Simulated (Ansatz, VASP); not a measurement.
**Two plane-wave programs on Os**

```xyz
2
Lattice="2.7287 0.0000 0.0000 -1.3643 2.3631 0.0000 0.0000 0.0000 4.3078" Properties=species:S:1:pos:R:3 pbc="T T T"
Os    0.0000    1.5754    1.0769
Os    1.3643    0.7877    3.2308
```

Alike in both runs: functional PBEsol; k mesh 20 × 20 × 12; occupations methfessel-paxton of order 1, width 0.001 eV; no spin polarisation.

Ansatz relaxed the structure, and its values are those at the end. VASP's run is a single point on that final structure, the one shown.

|  | VASP | Ansatz |
| --- | --- | --- |
| version | VASP 6.6.1 | Ansatz 0.2.0 |
| potentials or method | VASP PAW PBE potentials, release 64 (Os) | PAW with Ansatz's default frozen-core files, scalar-relativistic |
| plane-wave cutoff (eV) | 520 | 420 |
| valence electrons in the cell | 16 | 32 |

```tsv
	VASP	Ansatz	Ansatz less VASP
pressure (GPa)	0.5	0.0	-0.48
```

VASP's potentials were made for PBE, not for PBEsol. VASP's potentials hold 16 valence electrons a cell and Ansatz's 32, so a difference there can come from the potentials and not from the codes.

Neither program's run includes spin-orbit coupling.
